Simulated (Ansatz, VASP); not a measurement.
# Two plane-wave programs on Lu3Zn2Ge

```
Lu Zn Ge
1.0
     6.48328    0.00000    0.00000
    -3.24164    5.61468    0.00000
     0.00000    0.00000    4.39834
Lu Zn Ge
3 2 1
Direct
  0.50000 0.00000 0.50000
  0.00000 0.50000 0.50000
  0.50000 0.50000 0.50000
  0.66667 0.33333 0.00000
  0.33333 0.66667 0.00000
  0.00000 0.00000 0.00000
```

Change from the starting cell: species swapped into the LuB2Ru3 type (P6/mmm, No. 191).

Alike in both runs: functional PBE; k mesh 3 × 3 × 6; occupations gaussian, width 0.1 eV; no spin polarisation.

Ansatz relaxed the structure, and its values are those at the end. VASP's run is a single point on that final structure, the one shown.

|  | VASP | Ansatz |
| --- | --- | --- |
| version | VASP 6.6.1 | Ansatz 0.2.0 |
| potentials or method | VASP PAW PBE potentials, release 64 (Lu, Zn, Ge_d), cutoff 520 eV | scalar-relativistic, plane waves, PAW |
| valence electrons in the cell | 113 | 113 |

|  | VASP | Ansatz | Ansatz less VASP |
| --- | --- | --- | --- |
| gap on the k mesh at the Fermi level (eV) | none | none | - |
| pressure (GPa) | 0.0 | -0.1 | -0.05 |

A gap of «none» marks a metal or a gap that the smearing closes. With one functional, cell and mesh, what is left measures potentials, basis and numerics.

The k mesh is coarse, so the values compare programs but aren't converged. Neither program's run includes spin-orbit coupling.
